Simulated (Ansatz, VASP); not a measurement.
**CaS: VASP beside Ansatz**

```
CELL_PARAMETERS angstrom
0.00000 2.85237 2.85237
2.85237 0.00000 2.85237
2.85237 2.85237 0.00000
ATOMIC_POSITIONS crystal
Ca 0.00000 0.00000 0.00000
S 0.50000 0.50000 0.50000
```

Alike in both runs: task electric field gradients; functional PBEsol; k mesh 4 × 4 × 4; occupations gaussian, width 0.1 eV; collinear spin.

```csv
,VASP,Ansatz
version,VASP 6.6.1,Ansatz 0.2.0
potentials or method,"VASP PAW PBE potentials, release 64 (Ca_sv, S), cutoff 400 eV","scalar-relativistic, plane waves, PAW"
valence electrons in the cell,16,16
```

|  | VASP | Ansatz | Ansatz less VASP |
| --- | --- | --- | --- |
| gap on the k mesh at the Fermi level (eV) | 2.24 | 2.24 | +0.006 |
| least direct gap on the mesh (eV) | 3.06 | 3.06 | +0.005 |
| pressure (GPa) | -1.9 | -2.1 | -0.19 |

VASP's potentials were made for PBE, not for PBEsol. Ansatz's warnings: no starting moments.

The k mesh is coarse, so the values compare programs but aren't converged.
